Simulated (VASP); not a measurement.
# MgTe (F-43m) in VASP: equation of state with revPBE

Aim: the equation of state of MgTe with revPBE.

All numbers are computed with VASP 6.6.1; they aren't measurements. Logs are shortened: lines on timing, memory, paths and dates and some standing lists are left out, and cuts for length are marked.

## (1) The cell of the first run

Symmetry: F-43m, No. 216, cubic system. Conventional cell: a = 6.464 Å, b = 6.464 Å, c = 6.464 Å, α = 90.00°, β = 90.00°, γ = 90.00°. Within 3.7 Å of Te (site symmetry -43m) lie 4 Mg at 2.80 Å. Mg (site symmetry -43m) has 4 Te at 2.80 Å within 3.7 Å.

## (2) Equation of state, revPBE

Input file POSCAR.step1:

```
MgTe
1.0
    0.0000000000      3.1319752745      3.1319752745
    3.1319752745      0.0000000000      3.1319752745
    3.1319752745      3.1319752745      0.0000000000
Te Mg
1 1
Direct
    0.2500000000      0.2500000000      0.2500000000
    0.0000000000      0.0000000000      0.0000000000
```

Input file POSCAR.step2:

```
MgTe
1.0
    0.0000000000      3.1660211513      3.1660211513
    3.1660211513      0.0000000000      3.1660211513
    3.1660211513      3.1660211513      0.0000000000
Te Mg
1 1
Direct
    0.2500000000      0.2500000000      0.2500000000
    0.0000000000      0.0000000000      0.0000000000
```

Input file POSCAR.step3:

```
MgTe
1.0
    0.0000000000      3.1993501390      3.1993501390
    3.1993501390      0.0000000000      3.1993501390
    3.1993501390      3.1993501390      0.0000000000
Te Mg
1 1
Direct
    0.2500000000      0.2500000000      0.2500000000
    0.0000000000      0.0000000000      0.0000000000
```

Input file POSCAR.step4:

```
MgTe
1.0
    0.0000000000      3.2319988239      3.2319988239
    3.2319988239      0.0000000000      3.2319988239
    3.2319988239      3.2319988239      0.0000000000
Te Mg
1 1
Direct
    0.2500000000      0.2500000000      0.2500000000
    0.0000000000      0.0000000000      0.0000000000
```

Input file POSCAR.step5:

```
MgTe
1.0
    0.0000000000      3.2640008935      3.2640008935
    3.2640008935      0.0000000000      3.2640008935
    3.2640008935      3.2640008935      0.0000000000
Te Mg
1 1
Direct
    0.2500000000      0.2500000000      0.2500000000
    0.0000000000      0.0000000000      0.0000000000
```

Input file POSCAR.step6:

```
MgTe
1.0
    0.0000000000      3.2953874429      3.2953874429
    3.2953874429      0.0000000000      3.2953874429
    3.2953874429      3.2953874429      0.0000000000
Te Mg
1 1
Direct
    0.2500000000      0.2500000000      0.2500000000
    0.0000000000      0.0000000000      0.0000000000
```

Input file POSCAR.step7:

```
MgTe
1.0
    0.0000000000      3.3261872416      3.3261872416
    3.3261872416      0.0000000000      3.3261872416
    3.3261872416      3.3261872416      0.0000000000
Te Mg
1 1
Direct
    0.2500000000      0.2500000000      0.2500000000
    0.0000000000      0.0000000000      0.0000000000
```

Input file INCAR:

```
ALGO = Normal ; EDIFF = 1E-7
EFERMI = MIDGAP ; ENCUT = 620
GGA = RE ; GGA_COMPAT = False
ISIF = 2 ; ISMEAR = 0
LASPH = True ; LCHARG = False
LREAL = False ; LWAVE = False
NELM = 120 ; NSW = 0
PREC = Accurate ; SIGMA = 0.03
```

Input file KPOINTS:

```
Automatic mesh
0
Gamma
  9 9 9
  0 0 0
```

Potentials or basis: VASP PAW PBE potentials, release 64 (Te, Mg).

Started as:

```console
$ cat potpaw_PBE.64/Te/POTCAR potpaw_PBE.64/Mg/POTCAR > POTCAR
$ cp POSCAR.step1 POSCAR
$ mpirun -np 1 vasp_std > vasp.out
$ cp POSCAR.step2 POSCAR
$ mpirun -np 1 vasp_std > vasp.out
$ cp POSCAR.step3 POSCAR
$ mpirun -np 1 vasp_std > vasp.out
$ cp POSCAR.step4 POSCAR
$ mpirun -np 1 vasp_std > vasp.out
$ cp POSCAR.step5 POSCAR
$ mpirun -np 1 vasp_std > vasp.out
$ cp POSCAR.step6 POSCAR
$ mpirun -np 1 vasp_std > vasp.out
$ cp POSCAR.step7 POSCAR
$ mpirun -np 1 vasp_std > vasp.out
```

OUTCAR:

```text
EDIFF = 1E-7
   EFERMI = MIDGAP
   ENCUT = 620
   GGA = RE
   ISIF = 2
   ISMEAR = 0
   LASPH = True
   LREAL = False
   NELM = 120
   NSW = 0
   PREC = Accurate

 ion  position               nearest neighbor table
   1  0.250  0.250  0.250-   2 2.88   2 2.88   2 2.88   2 2.88
   2  0.000  0.000  0.000-   1 2.88   1 2.88   1 2.88   1 2.88

  LATTYP: Found a face centered cubic cell.
 ALAT       =     6.6523744832

  Lattice vectors:

 A1 = (   0.0000000000,   3.3261872416,   3.3261872416)
 A2 = (   3.3261872416,   0.0000000000,   3.3261872416)
 A3 = (   3.3261872416,   3.3261872416,   0.0000000000)

Analysis of symmetry for initial positions (statically):
=====================================================================
 Subroutine PRICEL returns:
 Original cell was already a primitive cell.

 Routine SETGRP: Setting up the symmetry group for a
 face centered cubic supercell.

 Subroutine GETGRP returns: Found 24 space group operations
 (whereof 24 operations were pure point group operations)
 out of a pool of 48 trial point group operations.

The static configuration has the point symmetry T_d .

Analysis of symmetry for dynamics (positions and initial velocities):
=====================================================================
 Subroutine PRICEL returns:
 Original cell was already a primitive cell.

 Routine SETGRP: Setting up the symmetry group for a
 face centered cubic supercell.

 Subroutine GETGRP returns: Found 24 space group operations
 (whereof 24 operations were pure point group operations)
 out of a pool of 48 trial point group operations.

The dynamic configuration has the point symmetry T_d .

 Subroutine INISYM returns: Found 24 space group operations
 (whereof 24 operations are pure point group operations),
 and found     1 'primitive' translations

----------------------------------------------------------------------------------------

                                     Primitive cell

  volume of cell :      73.5987

  direct lattice vectors                    reciprocal lattice vectors
     0.000000000  3.326187242  3.326187242    -0.150322265  0.150322265  0.150322265
     3.326187242  0.000000000  3.326187242     0.150322265 -0.150322265  0.150322265
     3.326187242  3.326187242  0.000000000     0.150322265  0.150322265 -0.150322265

  length of vectors
     4.703939108  4.703939108  4.703939108     0.260365801  0.260365801  0.260365801

[... 80 lines left out ...]
   EDIFF  = 0.1E-06   stopping-criterion for ELM
   LREAL  =      F    real-space projection
   EDIFFG = 0.1E-05   stopping-criterion for IOM
   NSW    =      0    number of steps for IOM
   IBRION =     -1    ionic relax: 0-MD 1-quasi-New 2-CG
   NFREE  =      0    steps in history (QN), initial steepest desc. (CG)
   ISIF   =      2    stress and relaxation
   ISYM   =      2    0-nonsym 1-usesym 2-fastsym
   POTIM  = 0.5000    time-step for ionic-motion
   TEBEG  =    0.0;   TEEND  =   0.0 temperature during run

   SCALEE = 1.0000    scale energy and forces
   PSTRESS=    0.0 pullay stress
   NELECT =       8.0000    total number of electrons
   NUPDOWN=      -1.0000    fix difference up-down
   EMIN   =  10.00;   EMAX   =-10.00  energy-range for DOS
   EFERMI =   0.00;   METHOD = MIDGAP
   ISMEAR =     0;   SIGMA  =   0.03  broadening in eV -4-tet -1-fermi 0-gaus
   EFERMI_NEDOS =   21; number of points for ismear=-14 and -15
   IALGO  =     38    algorithm
   IMIX   =      4    mixing-type and parameters
     AMIX     =   0.40;   BMIX     =  1.00
     AMIX_MAG =   1.60;   BMIX_MAG =  1.00
  volume/ion in A,a.u.               =      36.80       248.33
  Fermi-wavevector in a.u.,A,eV,Ry     =   0.781295  1.476433  8.305285  0.610421
  Thomas-Fermi vector in A             =   1.884783
   LORBIT       =      0    0 simple, 1 ext, 2 COOP (PROOUT), +10 PAW based schemes
   GGA     = RE    functional components
   LHFCALC =     F    Hartree Fock is set to
   AEXX    =    0.0000 exact exchange contribution
   IVDW    =     0    specifies the selected vdW correction
   LEPSILON=     F    determine dielectric tensor
   LRPA    =     F    only Hartree local field effects (RPA)

   CSHIFT  =0.1000    complex shift for real part using Kramers Kronig

   OMEGAMAX=  -1.0    maximum frequency
 non-spin polarized calculation
 Gauss-broadening in eV      SIGMA  =   0.03
  energy-cutoff  :      620.00
  volume of cell :       73.60
 maximum number of plane-waves:      2637
 NGX is ok and might be reduce to    40
   NGX = 19   NGY = 19   NGZ = 19

 number of electron       8.0000000 magnetization

 Free energy of the ion-electron system (eV)
  ---------------------------------------------------
  ext. energy  EPLUGINS =         0.00000000
  ---------------------------------------------------
  free energy    TOTEN  =        -5.98610466 eV

  energy without entropy =       -5.98610466  energy(sigma->0) =       -5.98610466

 E-fermi :   2.4549     XC(G=0):  -7.3698

 val. band max:        1.3636723433   @ k =   0.0000   0.0000   0.0000
 cond. band min:       3.5460658896   @ k =   0.0000   0.0000   0.0000
 fundamental gap:      2.1823935463
 Fermi energy:         2.4548691165

 k-point     1 :       0.0000    0.0000    0.0000
  band No.  band energies     occupation
      1      -8.5089      2.00000
      2       1.3637      2.00000
      3       1.3637      2.00000
      4       1.3637      2.00000
      5       3.5461      0.00000
      6       6.7376      0.00000
      7       6.7376      0.00000
      8       6.7376      0.00000
[... 243 lines left out ...]
 k-point    24 :       0.4444    0.4444    0.0000
  band No.  band energies     occupation
      1      -7.8974      2.00000
      2      -1.3306      2.00000
      3       0.3511      2.00000
      4       0.3511      2.00000
      5       4.4952      0.00000
      6       4.9666      0.00000
      7      10.2646      0.00000
      8      10.2828      0.00000

 [... further k-points ...]
[... 5 lines left out ...]
  --------------------------------------------------------------------------------------
  -------------------------------------------------------------------------------------
  Total       -0.5524169     -0.5524169     -0.5524169     -0.0000000     -0.0000000     -0.0000000
  in kB      -12.0256203    -12.0256203    -12.0256203     -0.0000000     -0.0000000     -0.0000000
  external PRESSURE =     -12.0256203 kB  Pullay stress =       0.0000000 kB

 VOLUME and BASIS-vectors are now :
 -----------------------------------------------------------------------------
  energy-cutoff  :      620.00
  volume of cell :       73.60
      direct lattice vectors                 reciprocal lattice vectors
     0.000000000  3.326187242  3.326187242    -0.150322265  0.150322265  0.150322265
     3.326187242  0.000000000  3.326187242     0.150322265 -0.150322265  0.150322265
     3.326187242  3.326187242  0.000000000     0.150322265  0.150322265 -0.150322265

 POSITION                                       TOTAL-FORCE (eV/Angst)
 -----------------------------------------------------------------------------------
      1.66309      1.66309      1.66309         0.000000      0.000000      0.000000
      0.00000      0.00000      0.00000        -0.000000      0.000000     -0.000000
 -----------------------------------------------------------------------------------
    total drift:                                0.000000      0.000000      0.000000

  FREE ENERGIE OF THE ION-ELECTRON SYSTEM (eV)
  ---------------------------------------------------
  free  energy   TOTEN  =        -5.9861046576 eV

  energy  without entropy=       -5.9861046576  energy(sigma->0) =       -5.98610466
```

OUTCAR.step1:

```text
EDIFF = 1E-7
   EFERMI = MIDGAP
   ENCUT = 620
   GGA = RE
   ISIF = 2
[... 494 lines left out ...]
      1.56599      1.56599      1.56599        -0.000000     -0.000000     -0.000000
      0.00000      0.00000      0.00000         0.000000      0.000000      0.000000
 -----------------------------------------------------------------------------------
    total drift:                                0.000000      0.000000      0.000000

  FREE ENERGIE OF THE ION-ELECTRON SYSTEM (eV)
  ---------------------------------------------------
  free  energy   TOTEN  =        -5.8446233796 eV

  energy  without entropy=       -5.8446233796  energy(sigma->0) =       -5.84462338
```

OUTCAR.step2:

```text
EDIFF = 1E-7
   EFERMI = MIDGAP
   ENCUT = 620
   GGA = RE
   ISIF = 2
[... 494 lines left out ...]
      1.58301      1.58301      1.58301        -0.000000     -0.000000     -0.000000
      0.00000      0.00000      0.00000         0.000000      0.000000      0.000000
 -----------------------------------------------------------------------------------
    total drift:                                0.000000      0.000000      0.000000

  FREE ENERGIE OF THE ION-ELECTRON SYSTEM (eV)
  ---------------------------------------------------
  free  energy   TOTEN  =        -5.9094903880 eV

  energy  without entropy=       -5.9094903880  energy(sigma->0) =       -5.90949039
```

Wall time 2 min (1 thread of Intel Xeon 6975P-C (Granite Rapids), shared host); peak memory 0.25 GiB.

Results:

```
Equilibrium volume                      : 35.33 Å³/atom
Bulk modulus                            : 32 GPa
Pressure derivative of the bulk modulus : 4.1
```

Energy against volume, from the lowest point:
```
volume (Å³/atom)  energy (meV/atom)
          30.722              75.88
          31.735              43.44
          32.748              20.93
          33.761               6.95
          34.774               0.31
          35.787               0.00
          36.799               5.14
```

Caveat: the PAW data sets were made with another functional, which shifts forces and pressure a little; spin-orbit coupling is left out, which moves the levels of the heavy elements.
